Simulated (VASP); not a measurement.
Input of a VASP 6.6.1 run:

Contents of INCAR:

```
SYSTEM = HfO2
ALGO = Normal
EDIFF = 1E-6
ENCUT = 520
GGA = PE
ISIF = 2
ISMEAR = 0
LASPH = .True.
LCHARG = .True.
LELF = .True.
LREAL = .False.
LVHAR = .True.
LWAVE = .False.
NBANDS = 18
NELM = 60
PREC = Accurate
SIGMA = 0.05
```

KPOINTS

```
k-points
0
Gamma
  8 8 8
  0 0 0
```

Contents of POSCAR:

```
HfO2
1.0
    0.0000000000      2.5489194570      2.5489194570
    2.5150188282      0.0000000000      2.5489194570
    2.5150188282      2.5489194570      0.0000000000
Hf O
1 2
Direct
    0.0000000000      0.0000000000      0.0000000000
    0.2500000000      0.2500000000      0.2500000000
    0.7500000000      0.7500000000      0.7500000000
```

Potentials or basis: VASP PAW PBE potentials, release 64 (Hf_pv, O).

Run with:

```sh
$ cat potpaw_PBE.64/Hf_pv/POTCAR potpaw_PBE.64/O/POTCAR > POTCAR
$ mpirun -np 1 vasp_std > vasp.out
```

What does it give for the band gap on the k mesh?

3.69 eV, indirect (the least direct gap lies 3.5 meV higher).

What does it give for the pressure?

-0.4 GPa.

Stress tensor (GPa, compression positive):
```
 3.77  0.00  0.00
 0.00 -2.47  0.00
 0.00  0.00 -2.47
```

Caveat: the cell differs from its parent crystal (normal strain along x -0.0133, normal strain along y +0.0000); spin-orbit coupling is left out, which moves the levels of the heavy elements. A k mesh can miss the band edges.
